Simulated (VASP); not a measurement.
A run of VASP 6.6.1:

File INCAR:

```
SYSTEM = Si
PREC = Accurate ; ENCUT = 520
EDIFF = 1E-6 ; ISMEAR = 0
SIGMA = 0.02 ; LREAL = Auto
LASPH = .True. ; NELM = 60
ALGO = Normal ; ISIF = 2
LWAVE = .False. ; LCHARG = .True.
GGA = PS ; LELF = .True.
LVHAR = .True. ; NBANDS = 48
```

The input KPOINTS:

```
regular mesh
0
Gamma
  2 2 2
  0 0 0
```

POSCAR

```
Si
1.0
    0.0000000000      5.4300000000      5.4300000000
    5.4300000000      0.0000000000      5.4300000000
    5.4300000000      5.4300000000      0.0000000000
Si
17
Direct
    0.0017045120      0.0016481584     -0.0049895948
    0.1279872928      0.1280127072      0.1224486188
    0.0023149171      0.0021766114      0.5025217311
    0.1250161142      0.1244116943      0.6262569982
   -0.0012067219      0.5003196133      0.0005789134
    0.1279824125      0.6215783610      0.1224284530
    0.0022911602      0.4930880295      0.5024882136
    0.1282286372      0.6218345304      0.6281487109
    0.5003343462     -0.0010803867      0.0004724678
    0.6217214549      0.1279960405      0.1222833333
    0.4937188766      0.0020174033      0.5022662063
    0.6220814917      0.1281356354      0.6280332413
    0.5003263352      0.5002769797      0.0004570902
    0.6250001842      0.6250961326      0.1247928177
    0.5005807551      0.5004568140      0.4985251381
    0.6220727440      0.6217872928      0.6280176796
    0.8750372928      0.8744137201      0.3762382136
```

Potentials or basis: VASP PAW PBE potentials, release 64 (Si).

The run is started by

```sh
$ cat potpaw_PBE.64/Si/POTCAR > POTCAR
$ mpirun -np 1 vasp_std > vasp.out
```

Hardware: 1 thread of Intel(R) Xeon(R) Platinum 8488C (Sapphire Rapids), with other jobs on the host.

Task: Estimate the wall time of this run.

Result: It took 3.1 min on 1 thread of Intel(R) Xeon(R) Platinum 8488C (Sapphire Rapids) (shared host), peak memory 0.46 GiB. Counts: scf iterations 13, k points 8.
